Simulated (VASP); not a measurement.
# BaS (R-3m) in VASP: a series of runs, part 2 of 2

VASP 6.6.1. The steps go on from the part before.

## 4. Electric field gradients, LDA (equal xy, yz and zx shear strains of +1 %)

The input, INCAR:

```
SYSTEM = BaS
PREC = Accurate
ENCUT = 520
EDIFF = 1E-8
ISMEAR = -1
SIGMA = 0.01
LREAL = .FALSE.
LASPH = .TRUE.
NELM = 60
ALGO = Normal
ISIF = 2
LWAVE = .FALSE.
LCHARG = .FALSE.
LEFG = .TRUE.
NBANDS = 15
```

The input, KPOINTS:

```
Automatic mesh
0
G
  7 7 7
  0 0 0
```

The input, POSCAR:

```
BaS
1.0
    0.0319375000      3.2097187500      3.2097187500
    3.2097187500      0.0319375000      3.2097187500
    3.2097187500      3.2097187500      0.0319375000
Ba S
1 1
Direct
    0.0000000000      0.0000000000      0.0000000000
    0.5000000000      0.5000000000      0.5000000000
```

Potentials or basis: VASP PAW LDA potentials, release 64 (Ba_sv, S).

The run is started by

```
$ cat potpaw_LDA.64/Ba_sv/POTCAR potpaw_LDA.64/S/POTCAR > POTCAR
$ mpirun -np 1 vasp_std > vasp.out
```

OUTCAR:

```text
SYSTEM = BaS
   PREC = Accurate
   ENCUT = 520
   EDIFF = 1E-8
   ISMEAR = -1
   LREAL = .FALSE.
   LASPH = .TRUE.
   NELM = 60
   ISIF = 2

 ion  position               nearest neighbor table
   1  0.000  0.000  0.000-   2 3.19   2 3.19   2 3.19   2 3.19   2 3.19   2 3.19
   2  0.500  0.500  0.500-   1 3.19   1 3.19   1 3.19   1 3.19   1 3.19   1 3.19

  LATTYP: Found a trigonal (rhomboedric) cell.
 ALAT       =     4.5393401406
 COS(alpha) =     0.5099250056

  Lattice vectors:

 A1 = (   0.0319375000,   3.2097187500,   3.2097187500)
 A2 = (   3.2097187500,   0.0319375000,   3.2097187500)
 A3 = (   3.2097187500,   3.2097187500,   0.0319375000)

Analysis of symmetry for initial positions (statically):
=====================================================================
 Subroutine PRICEL returns:
 Original cell was already a primitive cell.

 Routine SETGRP: Setting up the symmetry group for a
 trigonal (rhombohedral) supercell.

 Subroutine GETGRP returns: Found 12 space group operations
 (whereof 12 operations were pure point group operations)
 out of a pool of 12 trial point group operations.

The static configuration has the point symmetry D_3d.

Analysis of symmetry for dynamics (positions and initial velocities):
=====================================================================
 Subroutine PRICEL returns:
 Original cell was already a primitive cell.

 Routine SETGRP: Setting up the symmetry group for a
 trigonal (rhombohedral) supercell.

 Subroutine GETGRP returns: Found 12 space group operations
 (whereof 12 operations were pure point group operations)
 out of a pool of 12 trial point group operations.

[... 578 lines left out ...]
      8       0.8729      2.00000
      9       4.4695      0.00000
     10       6.3271      0.00000
     11       7.0267      0.00000
     12       7.3536      0.00000
     13       7.7820      0.00000
     14       9.5368      0.00000
     15      10.8695      0.00000

 [... further k-points ...]

------------------------ aborting loop because EDIFF is reached ----------------------------------------

  FORCE on cell =-STRESS in cart. coord.  units (eV):
  Direction    XX          YY          ZZ          XY          YZ          ZX
  --------------------------------------------------------------------------------------
  -------------------------------------------------------------------------------------
  Total       -0.7491139     -0.7491139     -0.7491139     -0.0810136     -0.0810136     -0.0810136
  in kB      -18.4229079    -18.4229079    -18.4229079     -1.9923629     -1.9923629     -1.9923629
  external PRESSURE =     -18.4229079 kB  Pullay stress =       0.0000000 kB

 VOLUME and BASIS-vectors are now :
 -----------------------------------------------------------------------------
  energy-cutoff  :      520.00
  volume of cell :       65.15
      direct lattice vectors                 reciprocal lattice vectors
     0.031937500  3.209718750  3.209718750    -0.158121409  0.156563562  0.156563562
     3.209718750  0.031937500  3.209718750     0.156563562 -0.158121409  0.156563562
     3.209718750  3.209718750  0.031937500     0.156563562  0.156563562 -0.158121409

 POSITION                                       TOTAL-FORCE (eV/Angst)
 -----------------------------------------------------------------------------------
      0.00000      0.00000      0.00000         0.000000      0.000000     -0.000000
      3.22569      3.22569      3.22569        -0.000000     -0.000000      0.000000
 -----------------------------------------------------------------------------------
    total drift:                                0.000000      0.000000      0.000000

  FREE ENERGIE OF THE ION-ELECTRON SYSTEM (eV)
  ---------------------------------------------------
  free  energy   TOTEN  =       -11.1587481806 eV

  energy  without entropy=      -11.1587481806  energy(sigma->0) =      -11.15874818

 Electric field gradients (V/A^2)
---------------------------------------------------------------------
 ion       V_xx      V_yy      V_zz      V_xy      V_xz      V_yz
---------------------------------------------------------------------
   1       0.000     0.000     0.000    -3.480    -3.480    -3.480
   2       0.000    -0.000    -0.000     0.741     0.741     0.741
---------------------------------------------------------------------

 Electric field gradients after diagonalization (V/A^2)
 (convention: |V_zz| > |V_xx| > |V_yy|)
----------------------------------------------------------------------
 ion       V_xx      V_yy      V_zz     asymmetry (V_yy - V_xx)/ V_zz
----------------------------------------------------------------------
   1       3.480     3.480    -6.960       0.000
   2      -0.741    -0.741     1.481       0.000
----------------------------------------------------------------------

           NMR quadrupolar parameters

 Cq : quadrupolar parameter    Cq=e*Q*V_zz/h
 eta: asymmetry parameters     (V_yy - V_xx)/ V_zz
 Q  : nuclear electric quadrupole moment in mb (millibarn)
----------------------------------------------------------------------
 ion       Cq(MHz)       eta       Q (mb)
----------------------------------------------------------------------
   1      -0.017       0.000       1.000
   2       0.004       0.000       1.000
----------------------------------------------------------------------
```

stdout:

```text
POSCAR found type information on POSCAR BaS
 POSCAR found :  2 types and       2 ions
 scaLAPACK will be used
 LDA part: xc-table for (Slater(with rela. corr.)+CA(PZ))
 , standard interpolation
 POSCAR, INCAR and KPOINTS ok, starting setup
 FFT: planning ... GRIDC
 FFT: planning ... GRID_SOFT
 FFT: planning ... GRID
 WAVECAR not read
 entering main loop
ion   1

ion   2
```

It took 89 s on 1 thread of AMD EPYC 7R13, shared host; peak memory 0.16 GiB.

What came out:

| Item | Value |
| --- | --- |
| Free energy | -11.1587 eV |
| Pressure | -1.8 GPa |
| Band gap on the k mesh | 1.95 eV, indirect (least direct gap 2.10 eV) |

Electric field gradients, principal values (V/Å²):
```
atom   least  middle  greatest (by size)
1 Ba   3.480   3.480              -6.960
 2 S  -0.741  -0.741               1.481
```

Caveat: the cell differs from its parent crystal (equal xy, yz and zx shear strains of +1 %); without QUAD_EFG the Cq values of the log hold for a quadrupole moment of 1 mb, not for the nuclei; spin-orbit coupling is left out, which moves the levels of the heavy elements.

## 5. Electric field gradients, LDA (equal xy, yz and zx shear strains of +1 %)

The input, INCAR:

```
SYSTEM = BaS
PREC = Accurate
ENCUT = 520
EDIFF = 1E-8
ISMEAR = -1
SIGMA = 0.01
LREAL = .False.
LASPH = .True.
NELM = 60
ALGO = Normal
ISIF = 2
LWAVE = .False.
LCHARG = .False.
GGA = CA
LEFG = .True.
NBANDS = 15
```

The input, KPOINTS:

```
regular mesh
0
Gamma
  7 7 7
  0 0 0
```

POSCAR is that of step 4.

Potentials or basis: VASP PAW LDA potentials, release 64 (Ba_sv, S).

The run is started by

```
$ cat potpaw_LDA.64/Ba_sv/POTCAR potpaw_LDA.64/S/POTCAR > POTCAR
$ mpirun -np 1 vasp_std > vasp.out
```

OUTCAR:

```text
SYSTEM = BaS
   PREC = Accurate
   ENCUT = 520
   EDIFF = 1E-8
   ISMEAR = -1
   LREAL = .False.
   LASPH = .True.
   NELM = 60
   ISIF = 2
   GGA = CA

 ion  position               nearest neighbor table
   1  0.000  0.000  0.000-   2 3.19   2 3.19   2 3.19   2 3.19   2 3.19   2 3.19
   2  0.500  0.500  0.500-   1 3.19   1 3.19   1 3.19   1 3.19   1 3.19   1 3.19

  LATTYP: Found a trigonal (rhomboedric) cell.
 ALAT       =     4.5393401406
 COS(alpha) =     0.5099250056

  Lattice vectors:

 A1 = (   0.0319375000,   3.2097187500,   3.2097187500)
[... 646 lines left out ...]
  free  energy   TOTEN  =       -11.1587481806 eV

  energy  without entropy=      -11.1587481806  energy(sigma->0) =      -11.15874818

 Electric field gradients (V/A^2)
---------------------------------------------------------------------
 ion       V_xx      V_yy      V_zz      V_xy      V_xz      V_yz
---------------------------------------------------------------------
   1       0.000     0.000     0.000    -3.480    -3.480    -3.480
   2       0.000    -0.000    -0.000     0.741     0.741     0.741
---------------------------------------------------------------------

 Electric field gradients after diagonalization (V/A^2)
 (convention: |V_zz| > |V_xx| > |V_yy|)
----------------------------------------------------------------------
 ion       V_xx      V_yy      V_zz     asymmetry (V_yy - V_xx)/ V_zz
----------------------------------------------------------------------
   1       3.480     3.480    -6.960       0.000
   2      -0.741    -0.741     1.481       0.000
----------------------------------------------------------------------

           NMR quadrupolar parameters

 Cq : quadrupolar parameter    Cq=e*Q*V_zz/h
 eta: asymmetry parameters     (V_yy - V_xx)/ V_zz
 Q  : nuclear electric quadrupole moment in mb (millibarn)
----------------------------------------------------------------------
 ion       Cq(MHz)       eta       Q (mb)
----------------------------------------------------------------------
   1      -0.017       0.000       1.000
   2       0.004       0.000       1.000
----------------------------------------------------------------------
```

OSZICAR:

```text
N       E                     dE             d eps       ncg     rms          rms(c)
DAV:   1     0.793642971661E+02    0.79364E+02   -0.69764E+03  1320   0.939E+02
DAV:   2    -0.702693898991E+01   -0.86391E+02   -0.78046E+02  1821   0.169E+02
DAV:   3    -0.115889497005E+02   -0.45620E+01   -0.45330E+01  1806   0.401E+01
DAV:   4    -0.116848724659E+02   -0.95923E-01   -0.95906E-01  1765   0.563E+00
DAV:   5    -0.116864947464E+02   -0.16223E-02   -0.16222E-02  1876   0.596E-01    0.484E+00
DAV:   6    -0.111860781355E+02    0.50042E+00   -0.66410E-01  1558   0.487E+00    0.335E+00
DAV:   7    -0.111638591816E+02    0.22219E-01   -0.13468E-01  1679   0.201E+00    0.194E+00
DAV:   8    -0.111596119185E+02    0.42473E-02   -0.20805E-02  1453   0.817E-01    0.257E-01
DAV:   9    -0.111585933165E+02    0.10186E-02   -0.25360E-03  1677   0.296E-01    0.141E-01
DAV:  10    -0.111587613211E+02   -0.16800E-03   -0.22270E-04  1544   0.103E-01    0.325E-02
DAV:  11    -0.111587474220E+02    0.13899E-04   -0.47553E-05  1768   0.394E-02    0.126E-02
DAV:  12    -0.111587481350E+02   -0.71301E-06   -0.41384E-06  1530   0.113E-02    0.722E-03
DAV:  13    -0.111587481956E+02   -0.60619E-07   -0.28469E-07  1754   0.306E-03    0.853E-04
DAV:  14    -0.111587481804E+02    0.15198E-07   -0.52553E-08  1572   0.140E-03    0.295E-04
DAV:  15    -0.111587481806E+02   -0.21214E-09   -0.24458E-09   982   0.348E-04
   1 F= -.11158748E+02 E0= -.11158748E+02  d E =-.115396E-14
```

stdout:

```text
POSCAR found type information on POSCAR BaS
 POSCAR found :  2 types and       2 ions
 scaLAPACK will be used
 LDA part: xc-table for (Slater(with rela. corr.)+CA(PZ))
 , standard interpolation
 POSCAR, INCAR and KPOINTS ok, starting setup
 FFT: planning ... GRIDC
 FFT: planning ... GRID_SOFT
 FFT: planning ... GRID
 WAVECAR not read
 entering main loop
ion   1

ion   2
```

Wall time 88 s (1 thread of AMD EPYC 7R13, shared host); peak memory 0.16 GiB.

Results:

- Free energy: -11.1587 eV
- Pressure: -1.8 GPa
- Band gap on the k mesh: 1.95 eV, indirect (least direct gap 2.10 eV)

Electric field gradients, principal values (V/Å²):
| atom | least | middle | greatest (by size) |
| --- | --- | --- | --- |
| 1 Ba | 3.480 | 3.480 | -6.960 |
| 2 S | -0.741 | -0.741 | 1.481 |

Caveat: the cell differs from its parent crystal (equal xy, yz and zx shear strains of +1 %); without QUAD_EFG the Cq values of the log hold for a quadrupole moment of 1 mb, not for the nuclei; spin-orbit coupling is left out, which moves the levels of the heavy elements. A k mesh can miss the band edges.

## 6. Summary

```tsv
cell	gap on the mesh (eV)	pressure (GPa)
a = 4.472 Å, angles 61.3°, 2 atoms	1.91	-1.8
a = 4.494 Å, angles 60.7°, 2 atoms	1.94	-1.8
a = 4.539 Å, angles 59.3°, 2 atoms	1.95	-1.8
```

Alike in all rows: task electric field gradients; level LDA; potentials or basis VASP PAW LDA potentials, release 64 (Ba_sv, S); no spin polarisation; k mesh 7 × 7 × 7; cutoff (eV) 520; smearing fermi-dirac 0.01 eV.

Caveats: spin-orbit coupling is left out, which moves the levels of the heavy elements.

Total energies depend on the potentials used, so only differences within one code and one set of settings carry meaning.
